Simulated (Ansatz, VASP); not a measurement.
# Two plane-wave programs on B

```xyz
1
Lattice="-1.5124 1.5124 0.8042 1.5124 -1.5124 0.8042 1.5124 1.5124 -0.8042" Properties=species:S:1:pos:R:3 pbc="T T T"
B     0.0000    0.0000    0.8042
```

Alike in both runs: task relaxation of cell and atoms; functional PBE; k mesh 38 × 38 × 38; occupations gaussian, width 0.1 eV; no spin polarisation.

|  | VASP | Ansatz |
| --- | --- | --- |
| version | VASP 6.6.1 | Ansatz 0.2.0 |
| potentials or method | VASP PAW PBE potentials, release 64 (B), cutoff 600 eV | scalar-relativistic, plane waves, PAW |
| valence electrons in the cell | 3 | 3 |

|  | VASP | Ansatz | Ansatz less VASP |
| --- | --- | --- | --- |
| gap on the k mesh at the Fermi level, each at its own relaxed structure (eV) | none | none | - |
| relaxed volume (Å³/atom) | 6.93 | 6.94 | +0.011 |
| relaxed length of the cell vector where the two differ most in proportion (Å) | 2.221 | 2.222 | +0.0015 |

A gap of «none» marks a metal or a gap that the smearing closes.
